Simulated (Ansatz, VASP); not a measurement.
## As in VASP and in Ansatz

```xyz
2
Lattice="1.8414 1.0631 3.4146 -1.8414 1.0631 3.4146 0.0000 -2.1262 3.4146" Properties=species:S:1:pos:R:3 pbc="T T T"
As    0.0000    0.0000    2.3309
As    0.0000    0.0000    7.9130
```

Change from the starting cell: volume scaled by 0.94.

Alike in both runs: task single point; functional LDA; k mesh 13 × 13 × 13; occupations fermi-dirac, width 0.05 eV; no spin polarisation.

|  | VASP | Ansatz |
| --- | --- | --- |
| version | VASP 6.6.1 | Ansatz 0.2.0 |
| potentials or method | VASP PAW LDA potentials, release 64 (As), cutoff 520 eV | all-electron LAPW, scalar-relativistic |

```tsv
	VASP	Ansatz	Ansatz less VASP
pressure (GPa)	4.4	3.8	-0.56
traceless stress, the component that is largest in VASP (GPa)	-1.92	-1.75	+0.169
rms of the force components (eV/Å)	0.340	0.289	-0.0512
```

LDA's correlation is that of Perdew and Zunger in VASP and of Perdew and Wang (1992) in Ansatz. Atom by atom the forces differ by 0.051 eV/Å (rms over components). Ansatz ran all-electron here, and VASP with PAW potentials.
